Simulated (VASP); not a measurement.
# Si2Mo in VASP: further runs

Si2Mo is run at these levels: PBE; tasks: single point.

Program: VASP 6.6.1. These are calculated values, not measurements. Logs are shortened: lines on timing, memory, paths and dates and some standing lists are left out, and cuts for length are marked.

## Step 1: The cell of the first run

The structure is tetragonal, space group I4/mmm (No. 139). Conventional cell: a = 3.260 Å, b = 3.260 Å, c = 7.873 Å, α = 90.00°, β = 90.00°, γ = 90.00°. Si (site symmetry 4mm) has 9 Si at 2.60 to 3.26 Å and 5 Mo at 2.64 to 2.65 Å within 3.4 Å. Mo (site symmetry 4/mmm) has 10 Si at 2.64 to 2.65 Å and 4 Mo at 3.26 Å within 3.5 Å.

## Step 2: Single point, PBE

The input, INCAR:

```
ALGO = Normal
EDIFF = 1E-6
ENCUT = 520
GGA = PE
ISIF = 2
ISMEAR = 0
LASPH = T
LCHARG = T
LELF = T
LREAL = F
LVHAR = T
LWAVE = F
NBANDS = 18
NELM = 60
PREC = Accurate
SIGMA = 0.15
```

The input, KPOINTS:

```
k-points
0
Gamma
  18 18 18
```

The input, POSCAR:

```
Si2Mo
1.0
   -1.6298787326      1.6298787326      3.9366136217
    1.6298787326     -1.6298787326      3.9366136217
    1.6298787326      1.6298787326     -3.9366136217
Si Mo
2 1
Direct
    0.3350971189      0.3350971189      0.0000000000
    0.6649028811      0.6649028811      0.0000000000
    0.0000000000      0.0000000000      0.0000000000
```

Potentials or basis: VASP PAW PBE potentials, release 64 (Si, Mo_sv).

On the command line:

```
$ cat potpaw_PBE.64/Si/POTCAR potpaw_PBE.64/Mo_sv/POTCAR > POTCAR
$ mpirun -np 1 vasp_std > vasp.out
```

OUTCAR:

```text
EDIFF = 1E-6
   ENCUT = 520
   GGA = PE
   ISIF = 2
   ISMEAR = 0
   LASPH = T
   LREAL = F
   NELM = 60
   PREC = Accurate

 ion  position               nearest neighbor table
   1  0.335  0.335  0.000-   2 2.60   3 2.64   3 2.65   3 2.65   3 2.65   3 2.65   2 2.67   2 2.67
                             2 2.67   2 2.67
   2  0.665  0.665  0.000-   1 2.60   3 2.64   3 2.65   3 2.65   3 2.65   3 2.65   1 2.67   1 2.67
                             1 2.67   1 2.67
   3  0.000  0.000  0.000-   1 2.64   2 2.64   2 2.65   1 2.65   2 2.65   2 2.65   2 2.65   1 2.65
                             1 2.65   1 2.65

  LATTYP: Found a body centered tetragonal cell.
 ALAT       =     3.2597574652
 C/A-ratio  =     2.4152800714

  Lattice vectors:

 A1 = (  -1.6298787326,   1.6298787326,   3.9366136217)
 A2 = (   1.6298787326,  -1.6298787326,   3.9366136217)
 A3 = (   1.6298787326,   1.6298787326,  -3.9366136217)

Analysis of symmetry for initial positions (statically):
=====================================================================
 Subroutine PRICEL returns:
 Original cell was already a primitive cell.

 Routine SETGRP: Setting up the symmetry group for a
 body centered tetragonal supercell.

 Subroutine GETGRP returns: Found 16 space group operations
 (whereof 16 operations were pure point group operations)
 out of a pool of 16 trial point group operations.

The static configuration has the point symmetry D_4h.

Analysis of symmetry for dynamics (positions and initial velocities):
=====================================================================
 Subroutine PRICEL returns:
 Original cell was already a primitive cell.

 Routine SETGRP: Setting up the symmetry group for a
 body centered tetragonal supercell.

 Subroutine GETGRP returns: Found 16 space group operations
 (whereof 16 operations were pure point group operations)
 out of a pool of 16 trial point group operations.

The dynamic configuration has the point symmetry D_4h.

 Subroutine INISYM returns: Found 16 space group operations
 (whereof 16 operations are pure point group operations),
 and found     1 'primitive' translations

----------------------------------------------------------------------------------------

                                     Primitive cell

  volume of cell :      41.8305

[... 88 lines left out ...]
   ENCUT  =  520.0 eV  38.22 Ry    6.18 a.u.   8.48  8.48  8.48*2*pi/ulx,y,z
   NELM   =     60;   NELMIN=  2; NELMDL= -5     # of ELM steps
   EDIFF  = 0.1E-05   stopping-criterion for ELM
   LREAL  =      F    real-space projection
   EDIFFG = 0.1E-04   stopping-criterion for IOM
   NSW    =      0    number of steps for IOM
   IBRION =     -1    ionic relax: 0-MD 1-quasi-New 2-CG
   NFREE  =      0    steps in history (QN), initial steepest desc. (CG)
   ISIF   =      2    stress and relaxation
   ISYM   =      2    0-nonsym 1-usesym 2-fastsym
   POTIM  = 0.5000    time-step for ionic-motion
   TEBEG  =    0.0;   TEEND  =   0.0 temperature during run
   PSTRESS=    0.0 pullay stress
   NELECT =      22.0000    total number of electrons
   NUPDOWN=      -1.0000    fix difference up-down
   EMIN   =  10.00;   EMAX   =-10.00  energy-range for DOS
   EFERMI =   0.00;   METHOD = LEGACY
   ISMEAR =     0;   SIGMA  =   0.15  broadening in eV -4-tet -1-fermi 0-gaus
   EFERMI_NEDOS =   21; number of points for ismear=-14 and -15
   IALGO  =     38    algorithm
   IMIX   =      4    mixing-type and parameters
     AMIX     =   0.40;   BMIX     =  1.00
     AMIX_MAG =   1.60;   BMIX_MAG =  1.00
  volume/ion in A,a.u.               =      13.94        94.10
  Fermi-wavevector in a.u.,A,eV,Ry     =   1.321452  2.497181 23.758961  1.746234
  Thomas-Fermi vector in A             =   2.451204
   LORBIT       =      0    0 simple, 1 ext, 2 COOP (PROOUT), +10 PAW based schemes
   GGA     = PE    functional components
   LHFCALC =     F    Hartree Fock is set to
   AEXX    =    0.0000 exact exchange contribution
   IVDW    =     0    specifies the selected vdW correction
   LEPSILON=     F    determine dielectric tensor
   LRPA    =     F    only Hartree local field effects (RPA)
 non-spin polarized calculation
 Gauss-broadening in eV      SIGMA  =   0.15
  energy-cutoff  :      520.00
  volume of cell :       41.83
 maximum number of plane-waves:      1151
 NGX is ok and might be reduce to    36
   NGX = 17   NGY = 17   NGZ = 17

 number of electron      21.9999999 magnetization

 Free energy of the ion-electron system (eV)
  ---------------------------------------------------
  ext. energy  EPLUGINS =         0.00000000
  ---------------------------------------------------
  free energy    TOTEN  =       -23.24225805 eV

  energy without entropy =      -23.23958560  energy(sigma->0) =      -23.24092183

 E-fermi :  11.6419     XC(G=0): -12.2424

 val. band max:       11.6387834522   @ k =  -0.1667  -0.1667   0.1111
 cond. band min:      11.6529118383   @ k =  -0.2222  -0.2222   0.1667
 fundamental gap:      0.0141283861
 Fermi energy:        11.6419426344

 k-point     1 :       0.0000    0.0000    0.0000
  band No.  band energies     occupation
      1     -49.0966      2.00000
      2     -23.2120      2.00000
      3     -23.1753      2.00000
      4     -23.1753      2.00000
      5      -1.4321      2.00000
      6       5.5566      2.00000
[... 481 lines left out ...]
      5      -0.6014      2.00000
      6       5.5257      2.00000
[... 10 lines left out ...]
     17      17.5869      0.00000
     18      19.8614      0.00000

 [... further k-points ...]

------------------------ aborting loop because EDIFF is reached ----------------------------------------

  FORCE on cell =-STRESS in cart. coord.  units (eV):
  Direction    XX          YY          ZZ          XY          YZ          ZX
  --------------------------------------------------------------------------------------
  -------------------------------------------------------------------------------------
  Total       -1.6016550     -1.6016550     -0.5415554      0.0000000      0.0000000     -0.0000000
  in kB      -61.3459912    -61.3459912    -20.7424537      0.0000000      0.0000000     -0.0000000
  external PRESSURE =     -47.8114787 kB  Pullay stress =       0.0000000 kB

 VOLUME and BASIS-vectors are now :
 -----------------------------------------------------------------------------
  energy-cutoff  :      520.00
  volume of cell :       41.83
      direct lattice vectors                 reciprocal lattice vectors
    -1.629878733  1.629878733  3.936613622     0.000000000  0.306771289  0.127012719
     1.629878733 -1.629878733  3.936613622     0.306771289  0.000000000  0.127012719
     1.629878733  1.629878733 -3.936613622     0.306771289  0.306771289  0.000000000

 POSITION                                       TOTAL-FORCE (eV/Angst)
 -----------------------------------------------------------------------------------
      0.00000      0.00000      2.63830        -0.000000     -0.000000      0.042082
      0.00000      0.00000      5.23493         0.000000      0.000000     -0.042082
      0.00000      0.00000      0.00000        -0.000000     -0.000000     -0.000000
 -----------------------------------------------------------------------------------
    total drift:                                0.000000      0.000000     -0.000000

  FREE ENERGIE OF THE ION-ELECTRON SYSTEM (eV)
  ---------------------------------------------------
  free  energy   TOTEN  =       -23.2422580489 eV

  energy  without entropy=      -23.2395856028  energy(sigma->0) =      -23.24092183
```

stdout:

```text
POSCAR found type information on POSCAR SiMo
 POSCAR found :  2 types and       3 ions
 scaLAPACK will be used
 LDA part: xc-table for (Slater+PW92), standard interpolation
 POSCAR, INCAR and KPOINTS ok, starting setup
 FFT: planning ... GRIDC
 FFT: planning ... GRID_SOFT
 FFT: planning ... GRID
 WAVECAR not read
 entering main loop
```

Run time: 12 min. Hardware: 1 thread of Intel Xeon 8259CL, shared host; peak memory 0.47 GiB.

Results:

```
Free energy            : -23.2423 eV
Pressure               : -4.8 GPa
Largest force          : 0.042 eV/Å
Band gap on the k mesh : zero (band 11 reaches 12.06 eV, above the bottom of band 12 at 11.14 eV)
```

Forces in eV/Å, atoms in the order of the input:
```
Si   0.000  0.000  0.042
Si   0.000  0.000 -0.042
Mo   0.000  0.000  0.000
```

Stress tensor (GPa, compression positive):
```
-6.13  0.00  0.00
 0.00 -6.13  0.00
 0.00  0.00 -2.07
```

## Step 3: Single point, PBE

The input, INCAR:

```
SYSTEM = Si2Mo
  PREC = Accurate
  ENCUT = 520
  EDIFF = 1E-6
  ISMEAR = 0
  SIGMA = 0.15
  LREAL = .False.
  LASPH = .True.
  NELM = 100
  ALGO = Normal
  ISIF = 2
  LWAVE = .False.
  LCHARG = .False.
  GGA = PE
  NBANDS = 18
```

The input, KPOINTS:

```
regular mesh
0
Gamma
  18 18 18
  0 0 0
```

The input, POSCAR:

```
Si2Mo
1.0
   -1.6298787326      1.6298787326      3.9366136217
    1.6298787326     -1.6298787326      3.9366136217
    1.6298787326      1.6298787326     -3.9366136217
Si Mo
2 1
Direct
    0.3350971189      0.2981058086     -0.0369913103
    0.6649028811      0.7018941914      0.0369913103
    0.0000000000      0.0000000000      0.0000000000
```

Potentials or basis: VASP PAW PBE potentials, release 64 (Si, Mo_sv).

On the command line:

```
$ cat potpaw_PBE.64/Si/POTCAR potpaw_PBE.64/Mo_sv/POTCAR > POTCAR
$ mpirun -np 1 vasp_std > vasp.out
```

Wall time 14 min (1 thread of Intel Xeon Platinum 8488C (Sapphire Rapids), shared host); peak memory 1.1 GiB.

The run converged. Its results:

* Free energy: -23.1051 eV
* Pressure: -3.1 GPa
* Largest force: 1.151 eV/Å
* Band gap on the k mesh: zero (band 11 reaches 12.05 eV, above the bottom of band 12 at 11.22 eV)

Forces in eV/Å, atoms in the order of the input:
```
Si   1.142  0.000  0.144
Si  -1.142  0.000 -0.144
Mo   0.000  0.000  0.000
```

Stress tensor (GPa, compression positive):
```
-5.03  0.00 -1.18
 0.00 -3.48  0.00
-1.18  0.00 -0.77
```

Levels at points of the mesh, in eV from the Fermi level:
```tsv
k point	band 9	band 10	band 11	band 12	band 13	band 14
(0.00, 0.00, 0.00)	-2.67	-2.47	0.32	2.43	3.13	3.33
(0.50, 0.00, 0.00)	-2.64	-2.29	-0.44	2.05	2.98	3.78
(0.00, 0.50, 0.00)	-2.76	-2.33	-0.45	2.10	3.64	3.80
(0.50, 0.00, 0.50)	-2.50	-2.40	-0.53	2.08	2.09	3.98
(0.50, 0.50, 0.00)	-4.30	-2.78	-1.25	2.11	2.54	3.09
(0.50, 0.50, 0.50)	-0.67	-0.64	-0.47	-0.45	0.49	4.64
```

Caveat: forces of over 1 eV/Å act on the atoms, so gaps and moduli don't describe the material at rest.
